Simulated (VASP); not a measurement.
# AlNi (l.f) (Pm-3m) in VASP: a series of runs

Runs on AlNi (l.f). Level: LDA. Tasks: single point.

Everything below comes from runs of VASP 6.6.1. Logs are shortened: lines on timing, memory, paths and dates and some standing lists are left out, and cuts for length are marked.

### 1 The cell of the first run

It takes space group Pm-3m (No. 221, cubic). Conventional cell: a = 2.860 Å, b = 2.860 Å, c = 2.860 Å, α = 90.00°, β = 90.00°, γ = 90.00°. Ni (site symmetry m-3m) has 8 Al at 2.48 Å and 6 Ni at 2.86 Å within 3.3 Å. Al (site symmetry m-3m) has 8 Ni at 2.48 Å and 6 Al at 2.86 Å within 3.3 Å.

### 2 Single point, LDA

Input file INCAR:

```
ALGO     = Normal         # electronic algorithm
EDIFF    = 1E-6           # SCF threshold, eV
ENCUT    = 600            # plane-wave cutoff, eV
GGA_COMPAT= False        
ISIF     = 2              # what is computed and relaxed
ISMEAR   = 0              # smearing method
LASPH    = True           # aspherical terms in the spheres
LCHARG   = True           # write CHGCAR
LELF     = True           # ELF
LREAL    = False          # projectors in reciprocal space
LVHAR    = True         
LWAVE    = False          # write WAVECAR
NBANDS   = 14             # bands
NELM     = 120            # most SCF steps
PREC     = Accurate       # precision mode
SIGMA    = 0.1            # smearing width, eV
```

Input file KPOINTS:

```
k-points
0
Gamma
  6 6 6
```

Input file POSCAR:

```
AlNi
1.0
    2.8600000000      0.0000000000      0.0000000000
    0.0000000000      2.8600000000      0.0000000000
    0.0000000000      0.0000000000      2.8600000000
Ni Al
1 1
Direct
    0.0000000000      0.0000000000      0.0000000000
    0.5000000000      0.5000000000      0.5000000000
```

Potentials or basis: VASP PAW LDA potentials, release 64 (Ni, Al).

Command:

```sh
cat potpaw_LDA.64/Ni/POTCAR potpaw_LDA.64/Al/POTCAR > POTCAR
mpirun -np 1 vasp_std > vasp.out
```

OUTCAR:

```text
EDIFF = 1E-6
   ENCUT = 600
   ISIF = 2
   ISMEAR = 0
   LASPH = True
   LREAL = False
   NELM = 120
   PREC = Accurate

 ion  position               nearest neighbor table
   1  0.000  0.000  0.000-   2 2.48   2 2.48   2 2.48   2 2.48   2 2.48   2 2.48   2 2.48   2 2.48

   2  0.500  0.500  0.500-   1 2.48   1 2.48   1 2.48   1 2.48   1 2.48   1 2.48   1 2.48   1 2.48

  LATTYP: Found a simple cubic cell.
 ALAT       =     2.8600000000

  Lattice vectors:

 A1 = (   2.8600000000,   0.0000000000,   0.0000000000)
 A2 = (   0.0000000000,   2.8600000000,   0.0000000000)
 A3 = (   0.0000000000,   0.0000000000,   2.8600000000)

Analysis of symmetry for initial positions (statically):
=====================================================================
 Subroutine PRICEL returns:
 Original cell was already a primitive cell.

 Routine SETGRP: Setting up the symmetry group for a
 simple cubic supercell.

 Subroutine GETGRP returns: Found 48 space group operations
 (whereof 48 operations were pure point group operations)
 out of a pool of 48 trial point group operations.

The static configuration has the point symmetry O_h .

Analysis of symmetry for dynamics (positions and initial velocities):
=====================================================================
 Subroutine PRICEL returns:
 Original cell was already a primitive cell.

 Routine SETGRP: Setting up the symmetry group for a
 simple cubic supercell.

 Subroutine GETGRP returns: Found 48 space group operations
 (whereof 48 operations were pure point group operations)
 out of a pool of 48 trial point group operations.

The dynamic configuration has the point symmetry O_h .

 Subroutine INISYM returns: Found 48 space group operations
 (whereof 48 operations are pure point group operations),
 and found     1 'primitive' translations

----------------------------------------------------------------------------------------

                                     Primitive cell

  volume of cell :      23.3937

  direct lattice vectors                    reciprocal lattice vectors
     2.860000000  0.000000000  0.000000000     0.349650350  0.000000000  0.000000000
     0.000000000  2.860000000  0.000000000     0.000000000  0.349650350  0.000000000
     0.000000000  0.000000000  2.860000000     0.000000000  0.000000000  0.349650350

  length of vectors
     2.860000000  2.860000000  2.860000000     0.349650350  0.349650350  0.349650350

  position of ions in fractional coordinates (direct lattice)
     0.000000000  0.000000000  0.000000000
     0.500000000  0.500000000  0.500000000

  ion indices of the primitive-cell ions
   primitive index   ion index
                 1           1
                 2           2

----------------------------------------------------------------------------------------

 KPOINTS: k-points

Automatic generation of k-mesh.
 Grid dimensions read from file:
 generate k-points for:    6    6    6

 Generating k-lattice:

  Cartesian coordinates                     Fractional coordinates (reciprocal lattice)
     0.058275058  0.000000000  0.000000000     0.166666667  0.000000000  0.000000000
     0.000000000  0.058275058  0.000000000     0.000000000  0.166666667  0.000000000
     0.000000000  0.000000000  0.058275058     0.000000000  0.000000000  0.166666667

  Length of vectors
     0.058275058  0.058275058  0.058275058

  Shift w.r.t. Gamma in fractional coordinates (k-lattice)
     0.000000000  0.000000000  0.000000000

 Subroutine IBZKPT returns following result:
 ===========================================

 Found     20 irreducible k-points:

 Following reciprocal coordinates:
            Coordinates               Weight
  0.000000  0.000000  0.000000      1.000000
  0.166667  0.000000  0.000000      6.000000
  0.333333  0.000000  0.000000      6.000000
  0.500000  0.000000  0.000000      3.000000
  0.166667  0.166667  0.000000     12.000000
  0.333333  0.166667  0.000000     24.000000
[... 12 lines left out ...]
  0.500000  0.500000  0.333333      6.000000
  0.500000  0.500000  0.500000      1.000000
   k-points           NKPTS =     20   k-points in BZ     NKDIM =     20   number of bands    NBANDS=     14
   number of dos      NEDOS =    301   number of ions     NIONS =      2
   total plane-waves  NPLWV =  13824
   dimension x,y,z NGX =    24 NGY =   24 NGZ =   24
   dimension x,y,z NGXF=    48 NGYF=   48 NGZF=   48
   ions per type =               1   1
   NGX,Y,Z   is equivalent  to a cutoff of  13.95, 13.95, 13.95 a.u.
   NGXF,Y,Z  is equivalent  to a cutoff of  27.90, 27.90, 27.90 a.u.
 SYSTEM =  unknown system
   PREC   = accura    normal or accurate (medium, high low for compatibility)
   ISTART =      0    job   : 0-new  1-cont  2-samecut
   ICHARG =      2    charge: 1-file 2-atom 10-const
   ISPIN  =      1    spin polarized calculation?
   LNONCOLLINEAR =      F non collinear calculations
   LSORBIT =      F    spin-orbit coupling
   LASPH  =      T    aspherical Exc in radial PAW
   ENCUT  =  600.0 eV  44.10 Ry    6.64 a.u.   5.71  5.71  5.71*2*pi/ulx,y,z
   NELM   =    120;   NELMIN=  2; NELMDL= -5     # of ELM steps
   EDIFF  = 0.1E-05   stopping-criterion for ELM
   LREAL  =      F    real-space projection
   EDIFFG = 0.1E-04   stopping-criterion for IOM
   NSW    =      0    number of steps for IOM
   IBRION =     -1    ionic relax: 0-MD 1-quasi-New 2-CG
   NFREE  =      0    steps in history (QN), initial steepest desc. (CG)
   ISIF   =      2    stress and relaxation
   ISYM   =      2    0-nonsym 1-usesym 2-fastsym
   POTIM  = 0.5000    time-step for ionic-motion
   TEBEG  =    0.0;   TEEND  =   0.0 temperature during run
   PSTRESS=    0.0 pullay stress
   NELECT =      13.0000    total number of electrons
   NUPDOWN=      -1.0000    fix difference up-down
   EMIN   =  10.00;   EMAX   =-10.00  energy-range for DOS
   EFERMI =   0.00;   METHOD = LEGACY
   ISMEAR =     0;   SIGMA  =   0.10  broadening in eV -4-tet -1-fermi 0-gaus
   EFERMI_NEDOS =   21; number of points for ismear=-14 and -15
   IALGO  =     38    algorithm
   IMIX   =      4    mixing-type and parameters
     AMIX     =   0.40;   BMIX     =  1.00
     AMIX_MAG =   1.60;   BMIX_MAG =  1.00
  volume/ion in A,a.u.               =      11.70        78.93
  Fermi-wavevector in a.u.,A,eV,Ry     =   1.345932  2.543443 24.647417  1.811534
  Thomas-Fermi vector in A             =   2.473805
   LORBIT       =      0    0 simple, 1 ext, 2 COOP (PROOUT), +10 PAW based schemes
   GGA     = CA    functional components
   LHFCALC =     F    Hartree Fock is set to
   AEXX    =    0.0000 exact exchange contribution
   IVDW    =     0    specifies the selected vdW correction
   LEPSILON=     F    determine dielectric tensor
   LRPA    =     F    only Hartree local field effects (RPA)
 non-spin polarized calculation
 Gauss-broadening in eV      SIGMA  =   0.10
  energy-cutoff  :      600.00
  volume of cell :       23.39
 maximum number of plane-waves:       804
 NGX is ok and might be reduce to    24
   NGX = 11   NGY = 11   NGZ = 11

 number of electron      13.0000010 magnetization

 Free energy of the ion-electron system (eV)
  ---------------------------------------------------
  ext. energy  EPLUGINS =         0.00000000
  ---------------------------------------------------
  free energy    TOTEN  =       -12.15977001 eV

  energy without entropy =      -12.15256994  energy(sigma->0) =      -12.15616997

 E-fermi :  10.0855     XC(G=0): -12.4083

 val. band max:       10.0719850960   @ k =   0.3333   0.1667   0.0000
 cond. band min:      10.3828398556   @ k =   0.3333   0.1667   0.1667
 fundamental gap:      0.3108547596
 Fermi energy:        10.0855030348

 k-point     1 :       0.0000    0.0000    0.0000
  band No.  band energies     occupation
      1      -1.2004      2.00000
      2       6.6730      2.00000
      3       6.6730      2.00000
      4       8.4105      2.00000
      5       8.4105      2.00000
      6       8.4105      2.00000
      7      15.6055      0.00000
      8      15.6055      0.00000
      9      15.6055      0.00000
     10      18.3333      0.00000
     11      18.3333      0.00000
     12      23.9963      0.00000
     13      31.1051      0.00000
     14      31.1051      0.00000

 k-point     2 :       0.1667    0.0000    0.0000
  band No.  band energies     occupation
      1      -0.6841      2.00000
      2       6.5969      2.00000
      3       6.7876      2.00000
      4       8.2068      2.00000
      5       8.2068      2.00000
      6       8.4334      2.00000
      7      12.4964      0.00000
      8      16.2670      0.00000
      9      16.2670      0.00000
     10      18.3550      0.00000
     11      20.8400      0.00000
     12      25.8987      0.00000
     13      27.7290      0.00000
     14      27.7290      0.00000

 k-point     3 :       0.3333    0.0000    0.0000
  band No.  band energies     occupation
      1       0.8191      2.00000
      2       5.5859      2.00000
      3       7.0282      2.00000
      4       7.8485      2.00000
      5       7.8485      2.00000
      6       8.4795      2.00000
      7       9.8713      1.99755
      8      18.0131      0.00000
      9      18.0131      0.00000
     10      18.4083      0.00000
     11      22.7914      0.00000
     12      23.8821      0.00000
     13      23.8821      0.00000
     14      26.9428      0.00000
[... 256 lines left out ...]
 k-point    19 :       0.5000    0.5000    0.3333
  band No.  band energies     occupation
      1       5.4783      2.00000
      2       6.0019      2.00000
      3       6.0019      2.00000
      4       8.2305      2.00000
      5       8.9766      2.00000
      6      10.5945      0.00000
      7      10.5945      0.00000
      8      11.8108      0.00000
      9      13.1085      0.00000
     10      16.4619      0.00000
     11      16.7972      0.00000
     12      16.7972      0.00000
     13      19.7893      0.00000
     14      34.4315      0.00000

 k-point    20 :       0.5000    0.5000    0.5000
  band No.  band energies     occupation
      1       5.8218      2.00000
      2       5.8218      2.00000
      3       5.8218      2.00000
      4       8.9844      2.00000
      5       8.9844      2.00000
      6      12.0556      0.00000
      7      12.0556      0.00000
      8      12.0556      0.00000
      9      13.8409      0.00000
     10      14.6223      0.00000
     11      14.6223      0.00000
     12      14.6223      0.00000
     13      17.8188      0.00000
     14      37.4610      0.00000

------------------------ aborting loop because EDIFF is reached ----------------------------------------

  FORCE on cell =-STRESS in cart. coord.  units (eV):
  Direction    XX          YY          ZZ          XY          YZ          ZX
  --------------------------------------------------------------------------------------
  -------------------------------------------------------------------------------------
  Total       -0.6474294     -0.6474294     -0.6474294     -0.0000000      0.0000000     -0.0000000
  in kB      -44.3409374    -44.3409374    -44.3409374     -0.0000000      0.0000000     -0.0000000
  external PRESSURE =     -44.3409374 kB  Pullay stress =       0.0000000 kB

 VOLUME and BASIS-vectors are now :
 -----------------------------------------------------------------------------
  energy-cutoff  :      600.00
  volume of cell :       23.39
      direct lattice vectors                 reciprocal lattice vectors
     2.860000000  0.000000000  0.000000000     0.349650350  0.000000000  0.000000000
     0.000000000  2.860000000  0.000000000     0.000000000  0.349650350  0.000000000
     0.000000000  0.000000000  2.860000000     0.000000000  0.000000000  0.349650350

 POSITION                                       TOTAL-FORCE (eV/Angst)
 -----------------------------------------------------------------------------------
      0.00000      0.00000      0.00000         0.000000      0.000000      0.000000
      1.43000      1.43000      1.43000         0.000000      0.000000      0.000000
 -----------------------------------------------------------------------------------
    total drift:                                0.000000      0.000000      0.000000

  FREE ENERGIE OF THE ION-ELECTRON SYSTEM (eV)
  ---------------------------------------------------
  free  energy   TOTEN  =       -12.1597700076 eV

  energy  without entropy=      -12.1525699356  energy(sigma->0) =      -12.15616997
```

It took 10 s on 1 thread of Intel Xeon 8259CL, shared host; peak memory 0.13 GiB.

What came out:

| Quantity | Value |
| --- | --- |
| Free energy | -12.1598 eV |
| Pressure | -4.4 GPa |

Levels at points of the mesh, in eV from the Fermi level:
```
           k point  band 3  band 4  band 5  band 6  band 7  band 8  band 9  band 10  band 11  band 12
(0.00, 0.00, 0.00)   -3.41   -1.68   -1.68   -1.68    5.52    5.52    5.52     8.25     8.25    13.91
(0.50, 0.00, 0.00)   -2.93   -2.40   -2.40   -1.58   -0.74    8.36   10.05    10.05    11.00    11.00
(0.50, 0.50, 0.00)   -2.93   -2.93   -2.22   -2.22   -1.13    1.44    2.53    12.34    15.27    15.27
(0.50, 0.50, 0.50)   -4.26   -1.10   -1.10    1.97    1.97    1.97    3.76     4.54     4.54     4.54
```

Caveat: the k points lie up to 0.37 Å⁻¹ apart.

### 3 Single point, LDA

This run uses another cell than the first one, of 11.36 Å³/atom, 0.971 times its volume.

Input file INCAR:

```
PREC = Accurate
ENCUT = 600
EDIFF = 1E-6
ISMEAR = 0
SIGMA = 0.1
LREAL = F
LASPH = T
NELM = 120
ALGO = Normal
ISIF = 2
LWAVE = F
LCHARG = F
GGA = CA
NBANDS = 14
GGA_COMPAT = F
```

Input file KPOINTS:

```
regular mesh
0
Gamma
  14 14 14
```

Input file POSCAR:

```
AlNi
1.0
    2.8323626019      0.0000000000      0.0000000000
    0.0000000000      2.8323626019      0.0000000000
    0.0000000000      0.0000000000      2.8323626019
Ni Al
1 1
Direct
    0.0000000000      0.0000000000      0.0000000000
    0.5000000000      0.5000000000      0.5000000000
```

Potentials or basis: VASP PAW LDA potentials, release 64 (Ni, Al).

Command:

```sh
cat potpaw_LDA.64/Ni/POTCAR potpaw_LDA.64/Al/POTCAR > POTCAR
mpirun -np 1 vasp_std > vasp.out
```

It took 40 s on 1 thread of Intel Xeon 8259CL, shared host; peak memory 0.16 GiB.

The run converged. Its results:

```
Free energy : -12.1969 eV
Pressure    : 0.4 GPa
```

Levels at points of the mesh, in eV from the Fermi level:
| k point | band 5 | band 6 | band 7 | band 8 | band 9 | band 10 |
| --- | --- | --- | --- | --- | --- | --- |
| (0.00, 0.00, 0.00) | -1.65 | -1.65 | 5.72 | 5.72 | 5.72 | 8.42 |
| (0.50, 0.00, 0.00) | -2.40 | -1.55 | -0.67 | 8.45 | 10.26 | 10.26 |
| (0.50, 0.50, 0.00) | -2.22 | -2.22 | -1.08 | 1.58 | 2.75 | 12.73 |
| (0.50, 0.50, 0.50) | -1.04 | 2.02 | 2.02 | 2.02 | 4.09 | 4.75 |
